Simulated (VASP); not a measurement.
A run of VASP 6.6.1 is set up as follows.

The input POSCAR:

```
SrO
1.0
    0.0000000000      2.6756067366      2.6756067366
    2.6756067366      0.0000000000      2.6756067366
    2.6756067366      2.6756067366      0.0000000000
Sr O
1 1
Direct
    0.5000000000      0.5000000000      0.5000000000
    0.0000000000      0.0000000000      0.0000000000
```

File INCAR.step1:

```
SYSTEM = SrO
ALGO     = Normal         ! electronic algorithm
EDIFF    = 1E-4           ! SCF threshold, eV
ENCUT    = 520            ! plane-wave cutoff, eV
GGA      = PE             ! functional
ISMEAR   = 0              ! smearing method
LASPH    = .TRUE.         ! aspherical terms in the spheres
LCHARG   = .FALSE.        ! write CHGCAR
LREAL    = .FALSE.        ! projectors in reciprocal space
LWAVE    = .TRUE.         ! write WAVECAR
NBANDS   = 15             ! bands
NELM     = 100            ! most SCF steps
PREC     = Accurate       ! precision mode
SIGMA    = 0.01           ! smearing width, eV
```

File INCAR.step2:

```
SYSTEM = SrO
ALGO     = Normal         ! electronic algorithm
EDIFF    = 1E-6           ! SCF threshold, eV
ENCUT    = 520            ! plane-wave cutoff, eV
ISIF     = 2              ! what is computed and relaxed
ISMEAR   = 0              ! smearing method
ISTART   = 1            
LASPH    = .TRUE.         ! aspherical terms in the spheres
LCHARG   = .FALSE.        ! write CHGCAR
LMIXTAU  = .TRUE.       
LREAL    = .FALSE.        ! projectors in reciprocal space
LWAVE    = .FALSE.        ! write WAVECAR
METAGGA  = R2SCAN         ! meta-GGA
NBANDS   = 15             ! bands
NELM     = 100            ! most SCF steps
PREC     = Accurate       ! precision mode
SIGMA    = 0.01           ! smearing width, eV
```

File KPOINTS:

```
k-points
0
G
  8 8 8
  0 0 0
```

Potentials or basis: VASP PAW PBE potentials, release 64 (Sr_sv, O).

Launch:

```bash
$ cat potpaw_PBE.64/Sr_sv/POTCAR potpaw_PBE.64/O/POTCAR > POTCAR
$ cp INCAR.step1 INCAR
$ mpirun -np 1 vasp_std > vasp.out
$ cp INCAR.step2 INCAR
$ mpirun -np 1 vasp_std > vasp.out
```

Question: Estimate the band gap on the k mesh.

Answer: 3.77 eV, indirect (least direct gap 3.82 eV).

Question: What does it give for the pressure?

Answer: -7.7 GPa.

Caveat: the cell differs from its parent crystal (strain +3.7%); the PAW data sets were made with another functional, which shifts forces and pressure a little. A k mesh can miss the band edges.
